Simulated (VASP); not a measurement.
# Cu in VASP: a series of runs, part 2 of 2

VASP 6.6.1. The steps go on from the part before.

### 5 Single point, PBEsol (engineering shear strain xy -0.0933, strain +e along x and -e along y -0.1000)

The input, INCAR:

```
SYSTEM = Cu
  PREC = Accurate
  ENCUT = 520
  EDIFF = 1E-6
  ISMEAR = 0
  SIGMA = 0.15
  LREAL = .FALSE.
  LASPH = .TRUE.
  NELM = 60
  ALGO = Fast
  ISIF = 2
  LWAVE = .FALSE.
  LCHARG = .TRUE.
  GGA = PS
  LELF = .TRUE.
  LVHAR = .TRUE.
  NBANDS = 12
```

The input, KPOINTS:

```
regular mesh
0
G
  22 22 22
  0 0 0
```

The input, POSCAR:

```
Cu
1.0
   -0.0831136094      1.9598064388      1.7816422171
    1.6034779954     -0.0831136094      1.7816422171
    1.5203643860      1.8766928294      0.0000000000
Cu
1
Direct
    0.0000000000      0.0000000000      0.0000000000
```

Potentials or basis: VASP PAW PBE potentials, release 64 (Cu).

The run is started by

```sh
cat potpaw_PBE.64/Cu/POTCAR > POTCAR
mpirun -np 1 vasp_std > vasp.out
```

OUTCAR:

```text
SYSTEM = Cu
   PREC = Accurate
   ENCUT = 520
   EDIFF = 1E-6
   ISMEAR = 0
   LREAL = .FALSE.
   LASPH = .TRUE.
   NELM = 60
   ISIF = 2
   GGA = PS

 ion  position               nearest neighbor table
   1  0.000  0.000  0.000-

  LATTYP: Found a base centered monoclinic cell.
 ALAT       =     3.2112611565
 B/A-ratio  =     1.1096215040
 C/A-ratio  =     0.7521221408
 COS(beta)  =    -0.5884173627

  Lattice vectors:

 A1 = (  -1.6034779954,   0.0831136094,  -1.7816422171)
 A2 = (  -1.6034779954,   0.0831136094,   1.7816422171)
 A3 = (   1.5203643860,   1.8766928294,   0.0000000000)

Analysis of symmetry for initial positions (statically):
=====================================================================
 Subroutine PRICEL returns:
 Original cell was already a primitive cell.

 Routine SETGRP: Setting up the symmetry group for a
 base centered monoclinic supercell.

 Subroutine GETGRP returns: Found  4 space group operations
 (whereof  4 operations were pure point group operations)
 out of a pool of  4 trial point group operations.

The static configuration has the point symmetry C_2h.

Analysis of symmetry for dynamics (positions and initial velocities):
[... 163 lines left out ...]
 Fermi energy:         8.1229074378

 k-point     1 :       0.0000    0.0000    0.0000
  band No.  band energies     occupation
      1      -1.7072      2.00000
      2       4.3598      2.00000
      3       4.8030      2.00000
      4       5.4468      2.00000
      5       5.5049      2.00000
      6       6.1635      2.00000
      7      30.8015      0.00000
      8      32.2385      0.00000
      9      35.2097      0.00000
     10      35.3718      0.00000
     11      36.3322      0.00000
     12      36.4764      0.00000
[... 331 lines left out ...]
 k-point    24 :      -0.4545    0.0455    0.0000
  band No.  band energies     occupation
      1       2.6303      2.00000
      2       4.3479      2.00000
      3       5.4376      2.00000
      4       5.8921      2.00000
      5       6.4030      2.00000
      6       6.8981      2.00000
      7      11.9343      0.00000
      8      27.9271      0.00000
      9      28.8252      0.00000
     10      33.0454      0.00000
     11      36.6894      0.00000
     12      37.6623      0.00000

 [... further k-points ...]
[... 5 lines left out ...]
  --------------------------------------------------------------------------------------
  -------------------------------------------------------------------------------------
  Total        0.6432092     -0.1326561      0.6013934      0.5569614      0.0000000      0.0000000
  in kB       92.2341747    -19.0224646     86.2379217     79.8665096      0.0000000      0.0000000
  external PRESSURE =      53.1498772 kB  Pullay stress =       0.0000000 kB

 VOLUME and BASIS-vectors are now :
 -----------------------------------------------------------------------------
  energy-cutoff  :      520.00
  volume of cell :       11.17
      direct lattice vectors                 reciprocal lattice vectors
    -0.083113609  1.959806439  1.781642217    -0.299255908  0.242436065  0.280639960
     1.603477995 -0.083113609  1.781642217     0.299255908 -0.242436065  0.280639960
     1.520364386  1.876692829  0.000000000     0.325762365  0.268942522 -0.280639960

 POSITION                                       TOTAL-FORCE (eV/Angst)
 -----------------------------------------------------------------------------------
      0.00000      0.00000      0.00000        -0.000000      0.000000      0.000000
 -----------------------------------------------------------------------------------
    total drift:                                0.000000     -0.000000      0.000000

  FREE ENERGIE OF THE ION-ELECTRON SYSTEM (eV)
  ---------------------------------------------------
  free  energy   TOTEN  =        -4.2377259541 eV

  energy  without entropy=       -4.2339057232  energy(sigma->0) =       -4.23581584
```

Wall time 4.4 min (1 thread of AMD EPYC 7R13 (Zen 3), shared host); peak memory 0.41 GiB.

Results:

* Free energy: -4.2377 eV
* Pressure: 5.3 GPa
* Band gap on the k mesh: zero (an odd number of electrons rules out a gap without spin polarisation)

Stress tensor (GPa, compression positive):
```
 9.22  7.99  0.00
 7.99 -1.90  0.00
 0.00  0.00  8.62
```

Caveat: the cell differs from its parent crystal (engineering shear strain xy -0.0933, strain +e along x and -e along y -0.1000); the stress differs along the axes, from -2 to 9 GPa; the PAW data sets were made with another functional, which shifts forces and pressure a little.

### 6 The runs side by side

| cell | further INCAR settings | gap on the mesh (eV) | pressure (GPa) |
| --- | --- | --- | --- |
| a = 2.715, b = 2.338, c = 2.548 Å, angles 67.4, 52.6, 60.0°, 1 atom | ALGO = Fast; EDIFF = 1e-07; NBANDS = 12 | none | 8.1 |
| a = 2.715, b = 2.339, c = 2.490 Å, angles 68.4, 53.2, 61.5°, 1 atom | ALGO = Fast; EDIFF = 1e-06; NBANDS = 12 | none | 8.4 |
| a = 2.716, b = 2.340, c = 2.432 Å, angles 69.4, 53.7, 63.1°, 1 atom | ALGO = Fast; EDIFF = 1e-06; NBANDS = 12 | none | 9.4 |
| a = 2.650, b = 2.398, c = 2.415 Å, angles 66.8, 56.3, 63.1°, 1 atom | ALGO = Fast; EDIFF = 1e-06; NBANDS = 12 | none | 5.3 |

Alike in all rows: task single point; level PBEsol; potentials or basis VASP PAW PBE potentials, release 64 (Cu); no spin polarisation; k mesh 22 × 22 × 22; cutoff (eV) 520; smearing gaussian 0.15 eV.

Caveats: the PAW data sets were made with another functional, which shifts forces and pressure a little; the stress differs along the axes, from -8 to 20 GPa (at least some runs); the stress differs along the axes, from -7 to 20 GPa (at least some runs); the stress differs along the axes, from -5 to 19 GPa (at least some runs); the stress differs along the axes, from -2 to 9 GPa (at least some runs).

Absolute energies hang on the potentials; compare differences alone.
